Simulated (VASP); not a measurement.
# KF (Carobbiite) (I4/mmm) in VASP: further runs

Runs on KF (Carobbiite). Level: PBEsol. Tasks: single point.

Everything below comes from runs of VASP 6.6.1. Logs are shortened: lines on timing, memory, paths and dates and some standing lists are left out, and cuts for length are marked.

**1. The cell of the first run**

It takes space group I4/mmm (No. 139, tetragonal). Conventional cell: a = 3.679 Å, b = 3.679 Å, c = 5.355 Å, α = 90.00°, β = 90.00°, γ = 90.00°. Within 3.4 Å of K (site symmetry 4/mmm) lie 6 F at 2.60 to 2.68 Å. F (site symmetry 4/mmm) has 6 K at 2.60 to 2.68 Å within 3.4 Å.

**2. Single point, PBEsol (in-plane strain -0.02, then relaxed in part)**

Contents of INCAR:

```
  PREC = Accurate
  ENCUT = 520
  EDIFF = 1E-6
  ISMEAR = 0
  SIGMA = 0.01
  LREAL = F
  LASPH = T
  NELM = 100
  ALGO = Normal
  ISIF = 2
  LWAVE = F
  LCHARG = F
  GGA = PS
  NBANDS = 15
```

Contents of KPOINTS:

```
Automatic mesh
0
Gamma
  8 8 8
```

Contents of POSCAR:

```
KF
1.0
    2.6011036916      2.6011036916      0.0000000000
   -2.6011036916      2.6011036916      0.0000000000
    0.0000000000      2.6011036916      2.6773712676
K F
1 1
Direct
    0.0000000000      0.0000000000      0.0000000000
    0.5000000000      0.5000000000      0.0000000000
```

Potentials or basis: VASP PAW PBE potentials, release 64 (K_sv, F).

Launch:

```sh
$ cat potpaw_PBE.64/K_sv/POTCAR potpaw_PBE.64/F/POTCAR > POTCAR
$ mpirun -np 1 vasp_std > vasp.out
```

OUTCAR:

```text
PREC = Accurate
   ENCUT = 520
   EDIFF = 1E-6
   ISMEAR = 0
   LREAL = F
   LASPH = T
   NELM = 100
   ISIF = 2
   GGA = PS

 ion  position               nearest neighbor table
   1  0.000  0.000  0.000-   2 2.60   2 2.60   2 2.60   2 2.60   2 2.68   2 2.68
   2  0.500  0.500  0.000-   1 2.60   1 2.60   1 2.60   1 2.60   1 2.68   1 2.68

  LATTYP: Found a body centered tetragonal cell.
 ALAT       =     3.6785161178
 C/A-ratio  =     1.4556800524

  Lattice vectors:

 A1 = (   2.6011036916,   0.0000000000,  -2.6773712676)
 A2 = (  -2.6011036916,   0.0000000000,  -2.6773712676)
 A3 = (   0.0000000000,   2.6011036916,   2.6773712676)

Analysis of symmetry for initial positions (statically):
=====================================================================
 Subroutine PRICEL returns:
 Original cell was already a primitive cell.

 Routine SETGRP: Setting up the symmetry group for a
 body centered tetragonal supercell.

 Subroutine GETGRP returns: Found 16 space group operations
 (whereof 16 operations were pure point group operations)
 out of a pool of 16 trial point group operations.

The static configuration has the point symmetry D_4h.

Analysis of symmetry for dynamics (positions and initial velocities):
=====================================================================
 Subroutine PRICEL returns:
 Original cell was already a primitive cell.

 Routine SETGRP: Setting up the symmetry group for a
 body centered tetragonal supercell.

 Subroutine GETGRP returns: Found 16 space group operations
 (whereof 16 operations were pure point group operations)
 out of a pool of 16 trial point group operations.

The dynamic configuration has the point symmetry D_4h.

 Subroutine INISYM returns: Found 16 space group operations
 (whereof 16 operations are pure point group operations),
 and found     1 'primitive' translations

----------------------------------------------------------------------------------------

                                     Primitive cell

  volume of cell :      36.2288

  direct lattice vectors                    reciprocal lattice vectors
     2.601103692  2.601103692  0.000000000     0.192226093  0.192226093 -0.186750342
    -2.601103692  2.601103692  0.000000000    -0.192226093  0.192226093 -0.186750342
     0.000000000  2.601103692  2.677371268     0.000000000  0.000000000  0.373500684

  length of vectors
     3.678516118  3.678516118  3.732835024     0.329814238  0.329814238  0.373500684

  position of ions in fractional coordinates (direct lattice)
     0.000000000  0.000000000  0.000000000
     0.500000000  0.500000000  0.000000000

  ion indices of the primitive-cell ions
   primitive index   ion index
                 1           1
                 2           2

----------------------------------------------------------------------------------------

 KPOINTS: Automatic mesh

Automatic generation of k-mesh.
 Grid dimensions read from file:
 generate k-points for:    8    8    8

 Generating k-lattice:

  Cartesian coordinates                     Fractional coordinates (reciprocal lattice)
     0.024028262  0.024028262 -0.023343793     0.125000000  0.000000000 -0.000000000
    -0.024028262  0.024028262 -0.023343793     0.000000000  0.125000000 -0.000000000
     0.000000000  0.000000000  0.046687586     0.000000000  0.000000000  0.125000000

  Length of vectors
     0.041226780  0.041226780  0.046687586

  Shift w.r.t. Gamma in fractional coordinates (k-lattice)
     0.000000000  0.000000000  0.000000000

 Subroutine IBZKPT returns following result:
 ===========================================

 Found     59 irreducible k-points:

 Following reciprocal coordinates:
            Coordinates               Weight
  0.000000  0.000000  0.000000      1.000000
  0.125000  0.000000  0.000000      8.000000
  0.250000  0.000000  0.000000      8.000000
  0.375000  0.000000 -0.000000      8.000000
  0.500000  0.000000  0.000000      4.000000
  0.125000  0.125000  0.000000      8.000000
[... 16 lines left out ...]
  0.250000  0.000000  0.125000      4.000000
  0.375000  0.000000  0.125000      8.000000
 [... further k-points ...]
   k-points           NKPTS =     59   k-points in BZ     NKDIM =     59   number of bands    NBANDS=     15
   number of dos      NEDOS =    301   number of ions     NIONS =      2
   total plane-waves  NPLWV =  21952
   dimension x,y,z NGX =    28 NGY =   28 NGZ =   28
   dimension x,y,z NGXF=    56 NGYF=   56 NGZF=   56
   ions per type =               1   1
   NGX,Y,Z   is equivalent  to a cutoff of  12.65, 12.65, 12.47 a.u.
   NGXF,Y,Z  is equivalent  to a cutoff of  25.31, 25.31, 24.94 a.u.
 SYSTEM =  unknown system
   PREC   = accura    normal or accurate (medium, high low for compatibility)
   ISTART =      0    job   : 0-new  1-cont  2-samecut
   ICHARG =      2    charge: 1-file 2-atom 10-const
   ISPIN  =      1    spin polarized calculation?
   LNONCOLLINEAR =      F non collinear calculations
   LSORBIT =      F    spin-orbit coupling
   LASPH  =      T    aspherical Exc in radial PAW
   ENCUT  =  520.0 eV  38.22 Ry    6.18 a.u.   6.84  6.84  6.94*2*pi/ulx,y,z
   NELM   =    100;   NELMIN=  2; NELMDL= -5     # of ELM steps
   EDIFF  = 0.1E-05   stopping-criterion for ELM
   LREAL  =      F    real-space projection
   EDIFFG = 0.1E-04   stopping-criterion for IOM
   NSW    =      0    number of steps for IOM
   IBRION =     -1    ionic relax: 0-MD 1-quasi-New 2-CG
   NFREE  =      0    steps in history (QN), initial steepest desc. (CG)
   ISIF   =      2    stress and relaxation
   ISYM   =      2    0-nonsym 1-usesym 2-fastsym
   POTIM  = 0.5000    time-step for ionic-motion
   TEBEG  =    0.0;   TEEND  =   0.0 temperature during run
   PSTRESS=    0.0 pullay stress
   NELECT =      16.0000    total number of electrons
   NUPDOWN=      -1.0000    fix difference up-down
   EMIN   =  10.00;   EMAX   =-10.00  energy-range for DOS
   EFERMI =   0.00;   METHOD = LEGACY
   ISMEAR =     0;   SIGMA  =   0.01  broadening in eV -4-tet -1-fermi 0-gaus
   EFERMI_NEDOS =   21; number of points for ismear=-14 and -15
   IALGO  =     38    algorithm
   IMIX   =      4    mixing-type and parameters
     AMIX     =   0.40;   BMIX     =  1.00
     AMIX_MAG =   1.60;   BMIX_MAG =  1.00
  volume/ion in A,a.u.               =      18.11       122.24
  Fermi-wavevector in a.u.,A,eV,Ry     =   1.246704  2.355930 21.147155  1.554272
  Thomas-Fermi vector in A             =   2.380870
   LORBIT       =      0    0 simple, 1 ext, 2 COOP (PROOUT), +10 PAW based schemes
   GGA     = PS    functional components
   LHFCALC =     F    Hartree Fock is set to
   AEXX    =    0.0000 exact exchange contribution
   IVDW    =     0    specifies the selected vdW correction
   LEPSILON=     F    determine dielectric tensor
   LRPA    =     F    only Hartree local field effects (RPA)
 non-spin polarized calculation
 Gauss-broadening in eV      SIGMA  =   0.01
  energy-cutoff  :      520.00
  volume of cell :       36.23
 maximum number of plane-waves:       996
   NGX = 13   NGY = 13   NGZ = 13

 number of electron      16.0000011 magnetization

 Free energy of the ion-electron system (eV)
  ---------------------------------------------------
  ext. energy  EPLUGINS =         0.00000000
  ---------------------------------------------------
  free energy    TOTEN  =        -8.51015199 eV

  energy without entropy =       -8.51015199  energy(sigma->0) =       -8.51015199

 E-fermi :  -2.7085     XC(G=0):  -8.8597

 val. band max:       -2.7506044231   @ k =   0.0000   0.0000   0.0000
 cond. band min:       3.5198175455   @ k =   0.0000   0.0000   0.0000
 fundamental gap:      6.2704219686
 Fermi energy:        -2.7085209484

 k-point     1 :       0.0000    0.0000    0.0000
  band No.  band energies     occupation
      1     -28.5921      2.00000
      2     -21.3250      2.00000
      3     -11.8639      2.00000
      4     -11.8606      2.00000
      5     -11.8606      2.00000
      6      -2.8017      2.00000
      7      -2.7506      2.00000
      8      -2.7506      2.00000
      9       3.5198      0.00000
     10       7.8808      0.00000
     11       8.0667      0.00000
     12       8.0667      0.00000
     13       9.6124      0.00000
     14       9.8972      0.00000
     15      14.2779      0.00000

 k-point     2 :       0.1250    0.0000    0.0000
  band No.  band energies     occupation
      1     -28.5739      2.00000
      2     -21.3431      2.00000
      3     -11.9084      2.00000
      4     -11.8708      2.00000
      5     -11.8637      2.00000
      6      -2.9273      2.00000
      7      -2.8395      2.00000
      8      -2.8154      2.00000
      9       3.9761      0.00000
     10       7.7310      0.00000
     11       8.1784      0.00000
     12       8.2885      0.00000
     13       9.7779      0.00000
     14      10.0597      0.00000
     15      15.0901      0.00000

 k-point     3 :       0.2500    0.0000    0.0000
  band No.  band energies     occupation
      1     -28.5296      2.00000
      2     -21.3869      2.00000
      3     -12.0191      2.00000
      4     -11.8905      2.00000
      5     -11.8712      2.00000
      6      -3.2526      2.00000
      7      -2.9812      2.00000
      8      -2.9681      2.00000
      9       5.0966      0.00000
     10       7.3952      0.00000
     11       8.7290      0.00000
     12       8.8494      0.00000
     13      10.2924      0.00000
     14      10.5424      0.00000
     15      16.2787      0.00000
[... 343 lines left out ...]
 k-point    23 :       0.2500    0.0000    0.1250
  band No.  band energies     occupation
      1     -28.5458      2.00000
      2     -21.3716      2.00000
      3     -11.9431      2.00000
      4     -11.9393      2.00000
      5     -11.8470      2.00000
      6      -3.1511      2.00000
      7      -2.9552      2.00000
      8      -2.8484      2.00000
      9       4.6211      0.00000
     10       7.3802      0.00000
     11       8.5413      0.00000
     12       8.6731      0.00000
     13      10.1036      0.00000
     14      10.3223      0.00000
     15      16.1112      0.00000

 k-point    24 :       0.3750    0.0000    0.1250
  band No.  band energies     occupation
      1     -28.5017      2.00000
      2     -21.4106      2.00000
      3     -12.0650      2.00000
      4     -11.9764      2.00000
      5     -11.8547      2.00000
      6      -3.4073      2.00000
      7      -3.0991      2.00000
      8      -2.9414      2.00000
      9       5.7213      0.00000
     10       7.1604      0.00000
     11       9.1311      0.00000
     12       9.1386      0.00000
     13      10.7693      0.00000
     14      10.9678      0.00000
     15      15.9800      0.00000

 [... further k-points ...]
[... 5 lines left out ...]
  --------------------------------------------------------------------------------------
  -------------------------------------------------------------------------------------
  Total        0.4296583      0.4296583      0.0044006      0.0000000     -0.0000000     -0.0000000
  in kB       19.0011480     19.0011480      0.1946102      0.0000000     -0.0000000     -0.0000000
  external PRESSURE =      12.7323021 kB  Pullay stress =       0.0000000 kB

 VOLUME and BASIS-vectors are now :
 -----------------------------------------------------------------------------
  energy-cutoff  :      520.00
  volume of cell :       36.23
      direct lattice vectors                 reciprocal lattice vectors
     2.601103692  2.601103692  0.000000000     0.192226093  0.192226093 -0.186750342
    -2.601103692  2.601103692  0.000000000    -0.192226093  0.192226093 -0.186750342
     0.000000000  2.601103692  2.677371268     0.000000000  0.000000000  0.373500684

 POSITION                                       TOTAL-FORCE (eV/Angst)
 -----------------------------------------------------------------------------------
      0.00000      0.00000      0.00000         0.000000     -0.000000      0.000000
      0.00000      2.60110      0.00000        -0.000000      0.000000      0.000000
 -----------------------------------------------------------------------------------
    total drift:                               -0.000000      0.000000      0.000000

  FREE ENERGIE OF THE ION-ELECTRON SYSTEM (eV)
  ---------------------------------------------------
  free  energy   TOTEN  =        -8.5101519928 eV

  energy  without entropy=       -8.5101519928  energy(sigma->0) =       -8.51015199
```

It took 50 s on 1 thread of Intel Xeon 8259CL, shared host; peak memory 0.17 GiB.

Results:

- Free energy: -8.5102 eV
- Pressure: 1.3 GPa
- Band gap on the k mesh: 6.27 eV, direct

Stress tensor (GPa, compression positive):
```
1.90 0.00 0.00
0.00 1.90 0.00
0.00 0.00 0.02
```

Levels at points of the mesh, in eV from the valence-band top:
```csv
k point,band 6,band 7,band 8,band 9,band 10,band 11
"(0.00, 0.00, 0.00)",-0.05,0.00,0.00,6.27,10.63,10.82
"(0.50, 0.00, 0.00)",-0.89,-0.42,-0.42,9.16,10.82,12.19
"(0.50, 0.50, 0.00)",-0.17,-0.10,-0.04,8.08,10.51,12.14
"(0.00, 0.00, 0.50)",-0.25,-0.04,-0.04,8.18,10.50,11.87
```

Caveat: the cell differs from its parent crystal (in-plane strain -0.02, then relaxed in part); the PAW data sets were made with another functional, which shifts forces and pressure a little. A k mesh can miss the band edges.

**3. Single point, PBEsol (in-plane strain -0.02)**

Contents of INCAR:

```
SYSTEM = KF
PREC = Accurate
ENCUT = 520
EDIFF = 1E-6
ISMEAR = 0
SIGMA = 0.01
LREAL = .False.
LASPH = .True.
NELM = 60
ALGO = Normal
ISIF = 2
LWAVE = .False.
LCHARG = .False.
GGA = PS
NBANDS = 15
```

Contents of KPOINTS:

```
Automatic mesh
0
Gamma
  8 8 8
  0 0 0
```

POSCAR: that of step 2 with these lines changed.

```diff
@@ -4,3 +4,3 @@
    -2.6011036916      2.6011036916      0.0000000000
-    0.0000000000      2.6011036916      2.6773712676
+    0.0000000000      2.6011036916      2.6860376897
 K F
```

Potentials or basis: VASP PAW PBE potentials, release 64 (K_sv, F).

Launch:

```sh
$ cat potpaw_PBE.64/K_sv/POTCAR potpaw_PBE.64/F/POTCAR > POTCAR
$ mpirun -np 1 vasp_std > vasp.out
```

Run time: 51 s. Hardware: 1 thread of Intel Xeon 8259CL, shared host; peak memory 0.17 GiB.

Results (log left out):

| Quantity | Value |
| --- | --- |
| Free energy | -8.5103 eV |
| Pressure | 1.2 GPa |
| Band gap on the k mesh | 6.25 eV, direct |

Stress tensor (GPa, compression positive):
```
 1.85  0.00  0.00
 0.00  1.85  0.00
 0.00  0.00 -0.20
```

Levels at points of the mesh, in eV from the valence-band top:
| k point | band 5 | band 6 | band 7 | band 8 | band 9 | band 10 | band 11 | band 12 |
| --- | --- | --- | --- | --- | --- | --- | --- | --- |
| (0.00, 0.00, 0.00) | -9.12 | -0.06 | 0.00 | 0.00 | 6.25 | 10.61 | 10.82 | 10.82 |
| (0.50, 0.00, 0.00) | -9.14 | -0.89 | -0.42 | -0.42 | 9.14 | 10.79 | 12.16 | 12.37 |
| (0.50, 0.50, 0.00) | -9.37 | -0.17 | -0.11 | -0.04 | 8.07 | 10.49 | 12.12 | 13.84 |
| (0.00, 0.00, 0.50) | -9.35 | -0.26 | -0.04 | -0.04 | 8.18 | 10.48 | 11.82 | 13.85 |

Caveat: the cell differs from its parent crystal (in-plane strain -0.02); the PAW data sets were made with another functional, which shifts forces and pressure a little.
